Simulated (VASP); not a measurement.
Here is a VASP 6.6.1 calculation.

File INCAR:

```
ALGO = Normal
EDIFF = 1E-7
ENCUT = 520
GGA = PS
ISIF = 2
ISMEAR = 0
LASPH = T
LCHARG = T
LELF = T
LREAL = F
LVHAR = T
LWAVE = F
NBANDS = 17
NELM = 60
PREC = Accurate
SIGMA = 0.05
```

Contents of KPOINTS:

```
k-points
0
Gamma
  8 8 8
```

File POSCAR:

```
TePb
1.0
    0.0000000000      3.2638969872      3.2638969872
    3.2638969872      0.0000000000      3.2638969872
    3.2638969872      3.2638969872      0.0000000000
Pb Te
1 1
Direct
    0.5000000000      0.5000000000      0.5000000000
    0.0000000000      0.0000000000      0.0000000000
```

Potentials or basis: VASP PAW PBE potentials, release 64 (Pb_d, Te).

Command:

```console
$ cat potpaw_PBE.64/Pb_d/POTCAR potpaw_PBE.64/Te/POTCAR > POTCAR
$ mpirun -np 1 vasp_std > vasp.out
```

Predict the pressure.

-1.6 GPa.

Estimate the band gap on the k mesh.

0.73 eV, direct.

Caveat: the PAW data sets were made with another functional, which shifts forces and pressure a little; spin-orbit coupling is left out, which moves the levels of the heavy elements. A k mesh can miss the band edges.
